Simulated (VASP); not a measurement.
# Al (P6_3/mmc) in VASP: notebook, part 2 of 2

VASP 6.6.1. The steps go on from the part before.

## 3. Single point, PBE+D3(BJ) (15.21 Å³/atom)

Input file INCAR:

```
SYSTEM = Al
PREC     = Accurate       ! precision mode
ENCUT    = 520            ! plane-wave cutoff, eV
EDIFF    = 1E-6           ! SCF threshold, eV
ISMEAR   = 0              ! smearing method
SIGMA    = 0.15           ! smearing width, eV
LREAL    = .FALSE.        ! projectors in reciprocal space
LASPH    = .TRUE.         ! aspherical terms in the spheres
NELM     = 80             ! most SCF steps
ALGO     = Fast           ! electronic algorithm
ISIF     = 2              ! what is computed and relaxed
LWAVE    = .FALSE.        ! write WAVECAR
LCHARG   = .FALSE.        ! write CHGCAR
GGA      = PE             ! functional
IVDW     = 12             ! dispersion correction
NBANDS   = 14             ! bands
```

Input file KPOINTS:

```
Automatic mesh
0
G
  18 18 6
  0 0 0
```

Input file POSCAR:

```
Al
1.0
    2.7395256772      0.0000000000      0.0000000000
   -1.3697628386      2.3724988307      0.0000000000
    0.0000000000      0.0000000000      9.3631508595
Al
4
Direct
    0.0000000000      0.0000000000      0.0000000000
    0.3333333333      0.6666666667      0.2500000000
    0.0000000000      0.0000000000      0.5000000000
    0.6666666667      0.3333333333      0.7500000000
```

Potentials or basis: VASP PAW PBE potentials, release 64 (Al).

Run with:

```bash
$ cat potpaw_PBE.64/Al/POTCAR > POTCAR
$ mpirun -np 1 vasp_std > vasp.out
```

OUTCAR:

```text
SYSTEM = Al
   PREC = Accurate
   ENCUT = 520
   EDIFF = 1E-6
   ISMEAR = 0
   LREAL = .FALSE.
   LASPH = .TRUE.
   NELM = 80
   ISIF = 2
   GGA = PE
   IVDW = 12
 IVDW          = 12

 ion  position               nearest neighbor table
   1  0.000  0.000  0.000-   2 2.83   4 2.83   2 2.83   4 2.83   4 2.83   2 2.83
   2  0.333  0.667  0.250-   1 2.83   3 2.83   1 2.83   3 2.83   1 2.83   3 2.83
   3  0.000  0.000  0.500-   2 2.83   4 2.83   2 2.83   4 2.83   4 2.83   2 2.83
   4  0.667  0.333  0.750-   1 2.83   3 2.83   1 2.83   3 2.83   1 2.83   3 2.83

  LATTYP: Found a hexagonal cell.
 ALAT       =     2.7395256772
 C/A-ratio  =     3.4178000000

  Lattice vectors:

 A1 = (   2.7395256772,   0.0000000000,   0.0000000000)
 A2 = (  -1.3697628386,   2.3724988307,   0.0000000000)
 A3 = (   0.0000000000,   0.0000000000,   9.3631508595)

Analysis of symmetry for initial positions (statically):
=====================================================================
 Subroutine PRICEL returns:
 Original cell was already a primitive cell.

 Routine SETGRP: Setting up the symmetry group for a
 hexagonal supercell.

 Subroutine GETGRP returns: Found 24 space group operations
 (whereof 12 operations were pure point group operations)
 out of a pool of 24 trial point group operations.

The static configuration has the point symmetry D_3d.
 The point group associated with its full space group is D_6h.

Analysis of symmetry for dynamics (positions and initial velocities):
=====================================================================
 Subroutine PRICEL returns:
 Original cell was already a primitive cell.

 Routine SETGRP: Setting up the symmetry group for a
 hexagonal supercell.

 Subroutine GETGRP returns: Found 24 space group operations
 (whereof 12 operations were pure point group operations)
 out of a pool of 24 trial point group operations.

The dynamic configuration has the point symmetry D_3d.
 The point group associated with its full space group is D_6h.

 Subroutine INISYM returns: Found 24 space group operations
 (whereof 12 operations are pure point group operations),
 and found     1 'primitive' translations

----------------------------------------------------------------------------------------

                                     Primitive cell

  volume of cell :      60.8560

  direct lattice vectors                    reciprocal lattice vectors
     2.739525677  0.000000000  0.000000000     0.365026694  0.210748260  0.000000000
    -1.369762839  2.372498831  0.000000000     0.000000000  0.421496520  0.000000000
     0.000000000  0.000000000  9.363150859     0.000000000  0.000000000  0.106801654

  length of vectors
     2.739525677  2.739525677  9.363150859     0.421496520  0.421496520  0.106801654

  position of ions in fractional coordinates (direct lattice)
     0.000000000  0.000000000  0.000000000
     0.333333333  0.666666667  0.250000000
     0.000000000  0.000000000  0.500000000
     0.666666667  0.333333333  0.750000000

  ion indices of the primitive-cell ions
[... 58 lines left out ...]
 [... further k-points ...]
   k-points           NKPTS =    148   k-points in BZ     NKDIM =    148   number of bands    NBANDS=     14
   number of dos      NEDOS =    301   number of ions     NIONS =      4
   total plane-waves  NPLWV =  28000
   dimension x,y,z NGX =    20 NGY =   20 NGZ =   70
   dimension x,y,z NGXF=    40 NGYF=   40 NGZF=  140
   ions per type =               4
   NGX,Y,Z   is equivalent  to a cutoff of  12.14, 12.14, 12.43 a.u.
   NGXF,Y,Z  is equivalent  to a cutoff of  24.27, 24.27, 24.86 a.u.
 SYSTEM =  Al
   PREC   = accura    normal or accurate (medium, high low for compatibility)
   ISTART =      0    job   : 0-new  1-cont  2-samecut
   ICHARG =      2    charge: 1-file 2-atom 10-const
   ISPIN  =      1    spin polarized calculation?
   LNONCOLLINEAR =      F non collinear calculations
   LSORBIT =      F    spin-orbit coupling
   LASPH  =      T    aspherical Exc in radial PAW
   ENCUT  =  520.0 eV  38.22 Ry    6.18 a.u.   5.09  5.09 17.41*2*pi/ulx,y,z
   NELM   =     80;   NELMIN=  2; NELMDL= -5     # of ELM steps
   EDIFF  = 0.1E-05   stopping-criterion for ELM
   LREAL  =      F    real-space projection
   EDIFFG = 0.1E-04   stopping-criterion for IOM
   NSW    =      0    number of steps for IOM
   IBRION =     -1    ionic relax: 0-MD 1-quasi-New 2-CG
   NFREE  =      0    steps in history (QN), initial steepest desc. (CG)
   ISIF   =      2    stress and relaxation
   ISYM   =      2    0-nonsym 1-usesym 2-fastsym
   POTIM  = 0.5000    time-step for ionic-motion
   TEBEG  =    0.0;   TEEND  =   0.0 temperature during run
   PSTRESS=    0.0 pullay stress
   NELECT =      12.0000    total number of electrons
   NUPDOWN=      -1.0000    fix difference up-down
   EMIN   =  10.00;   EMAX   =-10.00  energy-range for DOS
   EFERMI =   0.00;   METHOD = LEGACY
   ISMEAR =     0;   SIGMA  =   0.15  broadening in eV -4-tet -1-fermi 0-gaus
   EFERMI_NEDOS =   21; number of points for ismear=-14 and -15
   IALGO  =     68    algorithm
   IMIX   =      4    mixing-type and parameters
     AMIX     =   0.40;   BMIX     =  1.00
     AMIX_MAG =   1.60;   BMIX_MAG =  1.00
  volume/ion in A,a.u.               =      15.21       102.67
  Fermi-wavevector in a.u.,A,eV,Ry     =   0.952871  1.800665 12.353589  0.907963
  Thomas-Fermi vector in A             =   2.081474
   LORBIT       =      0    0 simple, 1 ext, 2 COOP (PROOUT), +10 PAW based schemes
   GGA     = PE    functional components
   LHFCALC =     F    Hartree Fock is set to
   AEXX    =    0.0000 exact exchange contribution
   IVDW    =    12    specifies the selected vdW correction
   LEPSILON=     F    determine dielectric tensor
   LRPA    =     F    only Hartree local field effects (RPA)
 non-spin polarized calculation
 RMM-DIIS sequential band-by-band and
 Gauss-broadening in eV      SIGMA  =   0.15
  energy-cutoff  :      520.00
  volume of cell :       60.86
 maximum number of plane-waves:      1655
   NGX = 11   NGY = 11   NGZ = 35

 number of electron      12.0000000 magnetization

 Free energy of the ion-electron system (eV)
  ---------------------------------------------------
  ext. energy  EPLUGINS =         0.00000000
  ---------------------------------------------------
  free energy    TOTEN  =       -14.79506504 eV

  energy without entropy =      -14.77576900  energy(sigma->0) =      -14.78541702

 E-fermi :   8.8583     XC(G=0): -10.4934

 val. band max:        8.8471350319   @ k =   0.4444   0.0556   0.3333
 cond. band min:       8.8598990227   @ k =   0.2778   0.1111   0.5000
 fundamental gap:      0.0127639908
 Fermi energy:         8.8583251773

 k-point     1 :       0.0000    0.0000    0.0000
  band No.  band energies     occupation
      1      -2.8366      2.00000
      2      -1.1625      2.00000
      3      -1.1565      2.00000
      4       3.7051      2.00000
      5       3.8082      2.00000
      6      11.6135      0.00000
      7      11.6220      0.00000
      8      20.8064      0.00000
      9      20.9148      0.00000
     10      20.9148      0.00000
     11      20.9198      0.00000
     12      20.9198      0.00000
     13      21.8006      0.00000
     14      21.8103      0.00000
[... 377 lines left out ...]
      1       2.4818      2.00000
      2       4.0573      2.00000
      3       4.0624      2.00000
      4       5.2235      2.00000
      5       6.8820      2.00000
      6       6.9013      2.00000
      7       8.7912      1.47301
      8       9.1287      0.01080
      9      11.2598      0.00000
     10      11.4952      0.00000
     11      12.8616      0.00000
     12      13.6357      0.00000
     13      14.0234      0.00000
     14      16.7993      0.00000

 [... further k-points ...]

------------------------ aborting loop because EDIFF is reached ----------------------------------------

 Edisp (eV)   -1.46398

 E8    (eV) :    -0.6555

  FORCE on cell =-STRESS in cart. coord.  units (eV):
  Direction    XX          YY          ZZ          XY          YZ          ZX
  --------------------------------------------------------------------------------------
  -------------------------------------------------------------------------------------
  Total       2.11031     2.11031     0.43656    -0.00000     0.00000    -0.00000
  in kB      55.55885    55.55885    11.49355    -0.00000     0.00000    -0.00000
  external pressure =       40.87 kB  Pullay stress =        0.00 kB

 VOLUME and BASIS-vectors are now :
 -----------------------------------------------------------------------------
  energy-cutoff  :      520.00
  volume of cell :       60.86
      direct lattice vectors                 reciprocal lattice vectors
     2.739525677  0.000000000  0.000000000     0.365026694  0.210748260  0.000000000
    -1.369762839  2.372498831  0.000000000     0.000000000  0.421496520  0.000000000
     0.000000000  0.000000000  9.363150859     0.000000000  0.000000000  0.106801654

 POSITION                                       TOTAL-FORCE (eV/Angst)
 -----------------------------------------------------------------------------------
      0.00000      0.00000      0.00000         0.000000      0.000000      0.000000
     -0.00000      1.58167      2.34079        -0.000000     -0.000000     -0.000000
      0.00000      0.00000      4.68158         0.000000      0.000000      0.000000
      1.36976      0.79083      7.02236         0.000000      0.000000      0.000000
 -----------------------------------------------------------------------------------
    total drift:                               -0.000000      0.000000     -0.000000

  FREE ENERGIE OF THE ION-ELECTRON SYSTEM (eV)
  ---------------------------------------------------
  free  energy   TOTEN  =       -16.2590485734 eV

  energy  without entropy=      -16.2397525243  energy(sigma->0) =      -16.24940055
```

Run time: 1.8 min. Hardware: 1 thread of Intel Xeon 8259CL, shared host; peak memory 0.24 GiB.

What came out:

- Free energy: -16.2590 eV
- Pressure: 4.1 GPa
- Band gap on the k mesh: zero (bands 6 and 7 overlap by 4.91 eV)
- Dispersion energy per atom: -0.366 eV

Levels at points of the mesh, in eV from the Fermi level:
```csv
k point,band 2,band 3,band 4,band 5,band 6,band 7,band 8,band 9,band 10,band 11
"(0.00, 0.00, 0.00)",-10.02,-10.01,-5.15,-5.05,2.76,2.76,11.95,12.06,12.06,12.06
"(0.50, 0.00, 0.00)",-5.30,-4.06,-4.05,-3.27,-3.27,0.79,1.10,1.18,1.50,6.59
"(0.00, 0.00, 0.50)",-11.27,-7.95,-7.95,-1.51,-1.51,7.62,7.62,12.30,12.30,12.30
"(0.50, 0.00, 0.50)",-4.98,-4.85,-4.85,-1.95,-1.95,-1.25,-1.25,4.41,4.41,4.57
```

Caveat: the cell stands under pressure.
